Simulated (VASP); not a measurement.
# ZnO (P6_3/mmc) in VASP: settings compared

Aim: see how the results for ZnO move with the level of theory and the settings. Levels: r2SCAN, PBE, LDA. Tasks: single point, relaxation of cell and atoms.

Everything below comes from runs of VASP 6.6.1. Logs are shortened: lines on timing, memory, paths and dates and some standing lists are left out, and cuts for length are marked.

## (1) The cell of the first run

It takes space group P6_3/mmc (No. 194, hexagonal). The conventional cell has a = 2.977 Å, b = 2.977 Å, c = 5.126 Å, α = 90.00°, β = 90.00°, γ = 120.00°. Zn (site symmetry -3m) has 6 O at 2.14 Å and 2 Zn at 2.56 Å within 2.8 Å. O (site symmetry -6m2) has 6 Zn at 2.14 Å within 2.8 Å.

## (2) Single point, r2SCAN

Contents of POSCAR:

```
ZnO
1.0
    2.9768608459      0.0000000000      0.0000000000
   -1.4884304230      2.5780371161      0.0000000000
    0.0000000000      0.0000000000      5.1256343879
Zn O
2 2
Direct
    0.0000000000      0.0000000000      0.0000000000
    0.0000000000      0.0000000000      0.5000000000
    0.3333333333      0.6666666667      0.2500000000
    0.6666666667      0.3333333333      0.7500000000
```

Contents of INCAR.step1:

```
SYSTEM = ZnO
PREC = Accurate ; ENCUT = 910
ISMEAR = -1 ; SIGMA = 0.02
LREAL = .FALSE. ; LASPH = .TRUE.
NELM = 120 ; NBANDS = 26
GGA = PE ; ALGO = Normal
EDIFF = 1E-5 ; LWAVE = .TRUE.
LCHARG = .FALSE. ; GGA_COMPAT = .FALSE.
```

Contents of INCAR.step2:

```
SYSTEM = ZnO
PREC = Accurate ; ENCUT = 910
EDIFF = 1E-6 ; ISMEAR = -1
SIGMA = 0.02 ; LREAL = .FALSE.
LASPH = .TRUE. ; NELM = 120
ALGO = Normal ; ISIF = 2
LWAVE = .FALSE. ; LCHARG = .TRUE.
METAGGA = R2SCAN ; LMIXTAU = .TRUE.
LELF = .TRUE. ; LVHAR = .TRUE.
NBANDS = 26 ; ISTART = 1
GGA_COMPAT = .FALSE.
```

Contents of KPOINTS:

```
regular mesh
0
G
  12 12 4
  0 0 0
```

Potentials or basis: VASP PAW PBE potentials, release 64 (Zn, O_h).

Launch:

```
$ cat potpaw_PBE.64/Zn/POTCAR potpaw_PBE.64/O_h/POTCAR > POTCAR
$ cp INCAR.step1 INCAR
$ mpirun -np 1 vasp_std > vasp.out
$ cp INCAR.step2 INCAR
$ mpirun -np 1 vasp_std > vasp.out
```

OUTCAR:

```text
SYSTEM = ZnO
   PREC = Accurate
   ENCUT = 910
   EDIFF = 1E-6
   ISMEAR = -1
   LREAL = .FALSE.
   LASPH = .TRUE.
   NELM = 120
   ISIF = 2
   METAGGA = R2SCAN
   ISTART = 1

 ion  position               nearest neighbor table
   1  0.000  0.000  0.000-   3 2.14   4 2.14   4 2.14   3 2.14   4 2.14   3 2.14   2 2.56   2 2.56

   2  0.000  0.000  0.500-   3 2.14   4 2.14   4 2.14   3 2.14   4 2.14   3 2.14   1 2.56   1 2.56

   3  0.333  0.667  0.250-   1 2.14   2 2.14   1 2.14   2 2.14   1 2.14   2 2.14
   4  0.667  0.333  0.750-   1 2.14   2 2.14   1 2.14   2 2.14   1 2.14   2 2.14

  LATTYP: Found a hexagonal cell.
 ALAT       =     2.9768608459
 C/A-ratio  =     1.7218253231

  Lattice vectors:

 A1 = (   2.9768608459,   0.0000000000,   0.0000000000)
 A2 = (  -1.4884304230,   2.5780371161,   0.0000000000)
 A3 = (   0.0000000000,   0.0000000000,   5.1256343879)

Analysis of symmetry for initial positions (statically):
=====================================================================
 Subroutine PRICEL returns:
 Original cell was already a primitive cell.

 Routine SETGRP: Setting up the symmetry group for a
 hexagonal supercell.

 Subroutine GETGRP returns: Found 24 space group operations
 (whereof 12 operations were pure point group operations)
 out of a pool of 24 trial point group operations.

The static configuration has the point symmetry D_3d.
 The point group associated with its full space group is D_6h.

Analysis of symmetry for dynamics (positions and initial velocities):
=====================================================================
 Subroutine PRICEL returns:
 Original cell was already a primitive cell.

 Routine SETGRP: Setting up the symmetry group for a
 hexagonal supercell.

 Subroutine GETGRP returns: Found 24 space group operations
 (whereof 12 operations were pure point group operations)
 out of a pool of 24 trial point group operations.

The dynamic configuration has the point symmetry D_3d.
 The point group associated with its full space group is D_6h.

 Subroutine INISYM returns: Found 24 space group operations
 (whereof 12 operations are pure point group operations),
 and found     1 'primitive' translations

----------------------------------------------------------------------------------------

                                     Primitive cell

  volume of cell :      39.3365

  direct lattice vectors                    reciprocal lattice vectors
     2.976860846  0.000000000  0.000000000     0.335924335  0.193946005  0.000000000
    -1.488430423  2.578037116  0.000000000     0.000000000  0.387892010  0.000000000
     0.000000000  0.000000000  5.125634388     0.000000000  0.000000000  0.195097801

  length of vectors
     2.976860846  2.976860846  5.125634388     0.387892010  0.387892010  0.195097801

  position of ions in fractional coordinates (direct lattice)
     0.000000000  0.000000000  0.000000000
     0.000000000  0.000000000  0.500000000
     0.333333333  0.666666667  0.250000000
     0.666666667  0.333333333  0.750000000

  ion indices of the primitive-cell ions
   primitive index   ion index
                 1           1
                 2           2
                 3           3
                 4           4

----------------------------------------------------------------------------------------

 KPOINTS: regular mesh

Automatic generation of k-mesh.
 Grid dimensions read from file:
 generate k-points for:   12   12    4

 Generating k-lattice:

  Cartesian coordinates                     Fractional coordinates (reciprocal lattice)
     0.027993695  0.016162167  0.000000000     0.083333333 -0.000000000  0.000000000
     0.000000000  0.032324334  0.000000000     0.000000000  0.083333333  0.000000000
     0.000000000  0.000000000  0.048774450     0.000000000  0.000000000  0.250000000

  Length of vectors
     0.032324334  0.032324334  0.048774450

  Shift w.r.t. Gamma in fractional coordinates (k-lattice)
     0.000000000  0.000000000  0.000000000

 Subroutine IBZKPT returns following result:
 ===========================================

 Found     57 irreducible k-points:

 Following reciprocal coordinates:
            Coordinates               Weight
  0.000000  0.000000  0.000000      1.000000
  0.083333  0.000000  0.000000      6.000000
  0.166667  0.000000  0.000000      6.000000
  0.250000  0.000000  0.000000      6.000000
  0.333333  0.000000  0.000000      6.000000
  0.416667  0.000000  0.000000      6.000000
[... 16 lines left out ...]
  0.250000  0.000000  0.250000     12.000000
  0.333333  0.000000  0.250000     12.000000
 [... further k-points ...]
   k-points           NKPTS =     57   k-points in BZ     NKDIM =     57   number of bands    NBANDS=     26
   number of dos      NEDOS =    301   number of ions     NIONS =      4
   total plane-waves  NPLWV =  45000
   dimension x,y,z NGX =    30 NGY =   30 NGZ =   50
   dimension x,y,z NGXF=    60 NGYF=   60 NGZF=  100
   ions per type =               2   2
   NGX,Y,Z   is equivalent  to a cutoff of  16.75, 16.75, 16.22 a.u.
   NGXF,Y,Z  is equivalent  to a cutoff of  33.51, 33.51, 32.43 a.u.
 SYSTEM =  ZnO
   PREC   = accura    normal or accurate (medium, high low for compatibility)
   ISTART =      1    job   : 0-new  1-cont  2-samecut
   ICHARG =      0    charge: 1-file 2-atom 10-const
   ISPIN  =      1    spin polarized calculation?
   LNONCOLLINEAR =      F non collinear calculations
   LSORBIT =      F    spin-orbit coupling
   LASPH  =      T    aspherical Exc in radial PAW
   ENCUT  =  910.0 eV  66.88 Ry    8.18 a.u.   7.32  7.32 12.61*2*pi/ulx,y,z
   NELM   =    120;   NELMIN=  2; NELMDL=  0     # of ELM steps
   EDIFF  = 0.1E-05   stopping-criterion for ELM
   LREAL  =      F    real-space projection
   EDIFFG = 0.1E-04   stopping-criterion for IOM
   NSW    =      0    number of steps for IOM
   IBRION =     -1    ionic relax: 0-MD 1-quasi-New 2-CG
   NFREE  =      0    steps in history (QN), initial steepest desc. (CG)
   ISIF   =      2    stress and relaxation
   ISYM   =      2    0-nonsym 1-usesym 2-fastsym
   POTIM  = 0.5000    time-step for ionic-motion
   TEBEG  =    0.0;   TEEND  =   0.0 temperature during run
   PSTRESS=    0.0 pullay stress
   NELECT =      36.0000    total number of electrons
   NUPDOWN=      -1.0000    fix difference up-down
   EMIN   =  10.00;   EMAX   =-10.00  energy-range for DOS
   EFERMI =   0.00;   METHOD = LEGACY
   ISMEAR =    -1;   SIGMA  =   0.02  broadening in eV -4-tet -1-fermi 0-gaus
   EFERMI_NEDOS =   21; number of points for ismear=-14 and -15
   IALGO  =     38    algorithm
   IMIX   =      4    mixing-type and parameters
     AMIX     =   0.40;   BMIX     =  1.00
     AMIX_MAG =   1.60;   BMIX_MAG =  1.00
  volume/ion in A,a.u.               =       9.83        66.36
  Fermi-wavevector in a.u.,A,eV,Ry     =   1.589439  3.003604 34.372624  2.526317
  Thomas-Fermi vector in A             =   2.688288
   LORBIT       =      0    0 simple, 1 ext, 2 COOP (PROOUT), +10 PAW based schemes
   METAGGA = R2SCAN    functional components
   LHFCALC =     F    Hartree Fock is set to
   AEXX    =    0.0000 exact exchange contribution
   IVDW    =     0    specifies the selected vdW correction
   LEPSILON=     F    determine dielectric tensor
   LRPA    =     F    only Hartree local field effects (RPA)
 non-spin polarized calculation
  energy-cutoff  :      910.00
  volume of cell :       39.34
 maximum number of plane-waves:      2491
 NGX is ok and might be reduce to    30
   NGX = 15   NGY = 15   NGZ = 25

 number of electron      35.9999999 magnetization

 Free energy of the ion-electron system (eV)
  ---------------------------------------------------
  ext. energy  EPLUGINS =         0.00000000
  ---------------------------------------------------
  free energy    TOTEN  =       -35.55475116 eV

  energy without entropy =      -35.55475116  energy(sigma->0) =      -35.55475116

 E-fermi :   3.2045     XC(G=0): -13.0409

 val. band max:        2.7048117754   @ k =   0.0000   0.0000   0.0000
 cond. band min:       4.0468323185   @ k =   0.0000   0.0000   0.0000
 fundamental gap:      1.3420205431
 Fermi energy:         3.2045437657

 k-point     1 :       0.0000    0.0000    0.0000
  band No.  band energies     occupation
      1     -16.7993      2.00000
      2     -15.6345      2.00000
      3      -4.7625      2.00000
      4      -3.2549      2.00000
      5      -3.2549      2.00000
      6      -2.9901      2.00000
[... 18 lines left out ...]
     25      21.7282      0.00000
     26      22.0596      0.00000

 k-point     2 :       0.0833    0.0000    0.0000
  band No.  band energies     occupation
      1     -16.7302      2.00000
      2     -15.6105      2.00000
      3      -4.6428      2.00000
      4      -3.2388      2.00000
      5      -3.2386      2.00000
      6      -2.9921      2.00000
[... 18 lines left out ...]
     25      20.3179      0.00000
     26      20.6326      0.00000

 k-point     3 :       0.1667    0.0000    0.0000
  band No.  band energies     occupation
      1     -16.5339      2.00000
      2     -15.5452      2.00000
      3      -4.3028      2.00000
      4      -3.2092      2.00000
      5      -3.1879      2.00000
      6      -3.0342      2.00000
[... 18 lines left out ...]
     25      18.4250      0.00000
     26      19.5943      0.00000

 k-point     4 :       0.2500    0.0000    0.0000
  band No.  band energies     occupation
      1     -16.2443      2.00000
      2     -15.4588      2.00000
      3      -3.8299      2.00000
      4      -3.3359      2.00000
      5      -3.2125      2.00000
      6      -3.0921      2.00000
[... 18 lines left out ...]
     25      18.2986      0.00000
     26      18.7513      0.00000
[... 496 lines left out ...]
      1     -16.4041      2.00000
      2     -15.7075      2.00000
      3      -4.0566      2.00000
      4      -3.0822      2.00000
      5      -3.0201      2.00000
      6      -2.9252      2.00000
[... 18 lines left out ...]
     25      18.3576      0.00000
     26      19.2790      0.00000

 k-point    23 :       0.2500    0.0000    0.2500
  band No.  band energies     occupation
      1     -16.1377      2.00000
      2     -15.5832      2.00000
      3      -3.8482      2.00000
      4      -3.3900      2.00000
      5      -3.0851      2.00000
      6      -2.9683      2.00000
[... 18 lines left out ...]
     25      18.3562      0.00000
     26      18.7261      0.00000

 k-point    24 :       0.3333    0.0000    0.2500
  band No.  band energies     occupation
      1     -15.8424      2.00000
      2     -15.4639      2.00000
      3      -3.9180      2.00000
      4      -3.6774      2.00000
      5      -3.1304      2.00000
      6      -3.0192      2.00000
[... 18 lines left out ...]
     25      17.6270      0.00000
     26      18.9291      0.00000

 [... further k-points ...]
[... 5 lines left out ...]
  --------------------------------------------------------------------------------------
  -------------------------------------------------------------------------------------
  Total        0.2159993      0.2159993      0.3194788     -0.0000000      0.0000000      0.0000000
  in kB        8.7976686      8.7976686     13.0123981     -0.0000000      0.0000000      0.0000000
  external PRESSURE =      10.2025784 kB  Pullay stress =       0.0000000 kB

 VOLUME and BASIS-vectors are now :
 -----------------------------------------------------------------------------
  energy-cutoff  :      910.00
  volume of cell :       39.34
      direct lattice vectors                 reciprocal lattice vectors
     2.976860846  0.000000000  0.000000000     0.335924335  0.193946005  0.000000000
    -1.488430423  2.578037116  0.000000000     0.000000000  0.387892010  0.000000000
     0.000000000  0.000000000  5.125634388     0.000000000  0.000000000  0.195097801

 POSITION                                       TOTAL-FORCE (eV/Angst)
 -----------------------------------------------------------------------------------
      0.00000      0.00000      0.00000         0.000000      0.000000      0.000000
      0.00000      0.00000      2.56282         0.000000      0.000000      0.000000
     -0.00000      1.71869      1.28141         0.000000     -0.000000     -0.000000
      1.48843      0.85935      3.84423        -0.000000     -0.000000      0.000000
 -----------------------------------------------------------------------------------
    total drift:                               -0.000000      0.000000     -0.000000

  FREE ENERGIE OF THE ION-ELECTRON SYSTEM (eV)
  ---------------------------------------------------
  free  energy   TOTEN  =       -35.5547511616 eV

  energy  without entropy=      -35.5547511616  energy(sigma->0) =      -35.55475116
```

It took 4.5 min on 1 thread of Intel Xeon Platinum 8559C (Emerald Rapids), shared host; peak memory 0.28 GiB.

Results:

```
Free energy            : -35.5548 eV
Pressure               : 1.0 GPa
Band gap on the k mesh : 1.34 eV
```

Levels at points of the mesh, in eV from the valence-band top:
| k point | band 15 | band 16 | band 17 | band 18 | band 19 | band 20 | band 21 | band 22 |
| --- | --- | --- | --- | --- | --- | --- | --- | --- |
| (0.00, 0.00, 0.00) | -1.27 | -1.27 | 0.00 | 0.00 | 1.34 | 6.39 | 9.52 | 15.01 |
| (0.50, 0.00, 0.00) | -3.46 | -2.61 | -0.74 | -0.05 | 6.83 | 7.25 | 7.80 | 10.88 |
| (0.00, 0.00, 0.50) | -0.54 | -0.54 | -0.54 | -0.54 | 4.46 | 4.46 | 11.88 | 11.88 |
| (0.50, 0.00, 0.50) | -1.41 | -1.41 | -1.20 | -1.20 | 5.88 | 5.88 | 10.70 | 10.70 |

Caveat: the cutoff is under 1.25 times the usual one of these potentials, so pressure, stress and relaxed cells hold a basis-set (Pulay) error; the PAW data sets were made with another functional, which shifts forces and pressure a little.

## (3) Single point, r2SCAN

POSCAR is that of step 2.

Contents of INCAR.step1:

```
  ALGO = Normal
  EDIFF = 1E-5
  ENCUT = 910
  GGA = PE
  GGA_COMPAT = False
  ISMEAR = 0
  LASPH = True
  LCHARG = False
  LREAL = False
  LWAVE = True
  NBANDS = 26
  NELM = 120
  PREC = Accurate
  SIGMA = 0.01
```

Contents of INCAR.step2:

```
  ALGO = Normal
  EDIFF = 1E-6
  ENCUT = 910
  GGA_COMPAT = False
  ISIF = 2
  ISMEAR = 0
  ISTART = 1
  LASPH = True
  LCHARG = False
  LMIXTAU = True
  LREAL = False
  LWAVE = False
  METAGGA = R2SCAN
  NBANDS = 26
  NELM = 120
  PREC = Accurate
  SIGMA = 0.01
```

Contents of KPOINTS:

```
k-points
0
Gamma
  12 12 6
```

Potentials or basis: VASP PAW PBE potentials, release 64 (Zn, O_h).

Launch:

```
$ cat potpaw_PBE.64/Zn/POTCAR potpaw_PBE.64/O_h/POTCAR > POTCAR
$ cp INCAR.step1 INCAR
$ mpirun -np 1 vasp_std > vasp.out
$ cp INCAR.step2 INCAR
$ mpirun -np 1 vasp_std > vasp.out
```

Run time: 11 min. Hardware: 1 thread of Intel Xeon Platinum 8259CL at 2.50GHz (Skylake/Cascade Lake), shared host; peak memory 0.31 GiB.

The run converged. Its results:

* Free energy: -35.5549 eV
* Pressure: 1.0 GPa
* Band gap on the k mesh: 1.34 eV

Stress tensor (GPa, compression positive):
```
0.90 0.00 0.00
0.00 0.90 0.00
0.00 0.00 1.31
```

Levels at points of the mesh, in eV from the valence-band top:
```csv
k point,band 15,band 16,band 17,band 18,band 19,band 20,band 21,band 22
"(0.00, 0.00, 0.00)",-1.27,-1.27,0.00,0.00,1.34,6.39,9.52,15.01
"(0.50, 0.00, 0.00)",-3.46,-2.61,-0.74,-0.05,6.83,7.25,7.80,10.88
"(0.00, 0.00, 0.50)",-0.54,-0.54,-0.54,-0.54,4.46,4.46,11.88,11.88
"(0.50, 0.00, 0.50)",-1.41,-1.41,-1.20,-1.20,5.88,5.88,10.70,10.70
```

Caveat: the cutoff is under 1.25 times the usual one of these potentials, so pressure, stress and relaxed cells hold a basis-set (Pulay) error; the PAW data sets were made with another functional, which shifts forces and pressure a little.

## (4) Single point, PBE

Contents of INCAR:

```
ALGO = Normal
EDIFF = 1E-6
ENCUT = 910
GGA = PE
GGA_COMPAT = False
ISIF = 2
ISMEAR = -1
LASPH = True
LCHARG = False
LREAL = False
LWAVE = False
NBANDS = 26
NELM = 120
PREC = Accurate
SIGMA = 0.02
```

KPOINTS is that of step 3.

POSCAR is that of step 3.

Launch:

```
$ cat potpaw_PBE.64/Zn/POTCAR potpaw_PBE.64/O_h/POTCAR > POTCAR
$ mpirun -np 1 vasp_std > vasp.out
```

It took 2.3 min on 1 thread of Intel Xeon Platinum 8488C (Sapphire Rapids), shared host; peak memory 0.3 GiB.

It converged, with:

| Quantity | Value |
| --- | --- |
| Free energy | -16.9115 eV |
| Pressure | 8.8 GPa |
| Band gap on the k mesh | 0.73 eV |

Stress tensor (GPa, compression positive):
```
8.59 0.00 0.00
0.00 8.59 0.00
0.00 0.00 9.14
```

Levels at points of the mesh, in eV from the valence-band top:
| k point | band 14 | band 15 | band 16 | band 17 | band 18 | band 19 | band 20 | band 21 | band 22 | band 23 |
| --- | --- | --- | --- | --- | --- | --- | --- | --- | --- | --- |
| (0.00, 0.00, 0.00) | -1.64 | -1.24 | -1.24 | 0.00 | 0.00 | 0.73 | 5.63 | 8.67 | 14.05 | 14.05 |
| (0.50, 0.00, 0.00) | -3.99 | -3.44 | -2.56 | -0.76 | -0.05 | 6.08 | 6.49 | 7.05 | 9.99 | 10.79 |
| (0.00, 0.00, 0.50) | -3.75 | -0.53 | -0.53 | -0.53 | -0.53 | 3.82 | 3.82 | 11.04 | 11.04 | 15.10 |
| (0.50, 0.00, 0.50) | -3.93 | -1.41 | -1.41 | -1.18 | -1.18 | 5.15 | 5.15 | 9.80 | 9.80 | 11.62 |

Caveat: the cutoff is under 1.25 times the usual one of these potentials, so pressure, stress and relaxed cells hold a basis-set (Pulay) error; the cell stands under pressure.

## (5) Single point, LDA

This run uses another cell than the first one, of 9.47 Å³/atom.

Contents of INCAR:

```
PREC = Accurate
ENCUT = 910
EDIFF = 1E-6
ISMEAR = -1
SIGMA = 0.02
LREAL = F
LASPH = T
NELM = 120
ALGO = Normal
ISIF = 2
LWAVE = F
LCHARG = F
GGA = CA
NBANDS = 26
GGA_COMPAT = F
```

Contents of KPOINTS:

```
regular mesh
0
Gamma
  12 12 4
```

Contents of POSCAR:

```
ZnO
1.0
    2.9425379318      0.0000000000      0.0000000000
   -1.4712689659      2.5483126006      0.0000000000
    0.0000000000      0.0000000000      5.0523653687
Zn O
2 2
Direct
    0.0000000000      0.0000000000      0.0000000000
    0.0000000000      0.0000000000      0.5000000000
    0.3333333333      0.6666666667      0.2500000000
    0.6666666667      0.3333333333      0.7500000000
```

Potentials or basis: VASP PAW LDA potentials, release 64 (Zn, O_h).

Launch:

```
$ cat potpaw_LDA.64/Zn/POTCAR potpaw_LDA.64/O_h/POTCAR > POTCAR
$ mpirun -np 1 vasp_std > vasp.out
```

It took 89 s on 1 thread of Intel Xeon Platinum 8488C (Sapphire Rapids), shared host; peak memory 0.23 GiB.

It converged, with:

| Quantity | Value |
| --- | --- |
| Free energy | -20.4104 eV |
| Pressure | 1.3 GPa |
| Band gap on the k mesh | 0.92 eV |

Stress tensor (GPa, compression positive):
```
1.21 0.00 0.00
0.00 1.21 0.00
0.00 0.00 1.43
```

Levels at points of the mesh, in eV from the valence-band top:
| k point | band 16 | band 17 | band 18 | band 19 | band 20 | band 21 |
| --- | --- | --- | --- | --- | --- | --- |
| (0.00, 0.00, 0.00) | -1.37 | 0.00 | 0.00 | 0.92 | 5.60 | 8.88 |
| (0.50, 0.00, 0.00) | -2.79 | -0.79 | -0.05 | 6.07 | 6.54 | 7.18 |
| (0.00, 0.00, 0.50) | -0.58 | -0.58 | -0.58 | 3.98 | 3.98 | 11.07 |
| (0.50, 0.00, 0.50) | -1.46 | -1.26 | -1.26 | 5.15 | 5.15 | 9.93 |

Caveat: the cutoff is under 1.25 times the usual one of these potentials, so pressure, stress and relaxed cells hold a basis-set (Pulay) error.

(Part 1 of 2 ends here.)
